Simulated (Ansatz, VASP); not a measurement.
Ti4C in VASP and in Ansatz

```
Ti C
1.0
     0.00000    4.23356    4.23356
     4.23356    0.00000    4.23356
     4.23356    4.23356    0.00000
Ti C
4 1
Direct
  0.61535 0.61535 0.61535
  0.61535 0.61535 0.15394
  0.61535 0.15394 0.61535
  0.15394 0.61535 0.61535
  0.75000 0.75000 0.75000
```

Alike in both runs: functional PBE; k mesh 4 × 4 × 4; occupations gaussian, width 0.1 eV; no spin polarisation.

Ansatz relaxed the structure, and its values are those at the end. VASP's run is a single point on that final structure, the one shown.

|  | VASP | Ansatz |
| --- | --- | --- |
| version | VASP 6.6.1 | Ansatz 0.2.0 |
| potentials or method | VASP PAW PBE potentials, release 64 (Ti_sv, C), cutoff 520 eV | scalar-relativistic, plane waves, PAW |
| valence electrons in the cell | 52 | 52 |

|  | VASP | Ansatz | Ansatz less VASP |
| --- | --- | --- | --- |
| gap on the k mesh at the Fermi level (eV) | none | none | - |
| pressure (GPa) | 0.1 | 0.1 | +0.01 |
| rms of the force components (eV/Å) | 0.041 | 0.027 | -0.0142 |

A gap of «none» marks a metal or a gap that the smearing closes.
